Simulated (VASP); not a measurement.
A run of VASP 6.6.1:

File INCAR:

```
SYSTEM = Ni
ALGO = Normal
EDIFF = 1E-6
ENCUT = 520
GGA = PE
ISIF = 2
ISMEAR = 0
ISPIN = 2
LASPH = .TRUE.
LCHARG = .TRUE.
LELF = .TRUE.
LMAXMIX = 4
LORBIT = 11
LREAL = .FALSE.
LVHAR = .TRUE.
LWAVE = .FALSE.
MAGMOM = 0.59
NBANDS = 15
NELM = 150
PREC = Accurate
SIGMA = 0.15
```

The input KPOINTS:

```
k-points
0
G
  24 24 24
  0 0 0
```

File POSCAR:

```
Ni
1.0
   -1.3837154700      1.3837154700      1.2730182324
    1.3837154700     -1.3837154700      1.2730182324
    1.3837154700      1.3837154700     -1.2730182324
Ni
1
Direct
    0.0000000000      0.0000000000      0.0000000000
```

Potentials or basis: VASP PAW PBE potentials, release 64 (Ni).

Run with:

```sh
$ cat potpaw_PBE.64/Ni/POTCAR > POTCAR
$ mpirun -np 1 vasp_std > vasp.out
```

Hardware: 1 thread of AMD EPYC 9R45 96-Core Processor (Zen 5), with other jobs on the host.

Question: Estimate the wall time of this run.

Answer: It took 2.7 min on 1 thread of AMD EPYC 9R45 96-Core Processor (Zen 5), with other jobs on the host, peak memory 0.29 GiB. Counts: scf iterations 12, k points 1063.
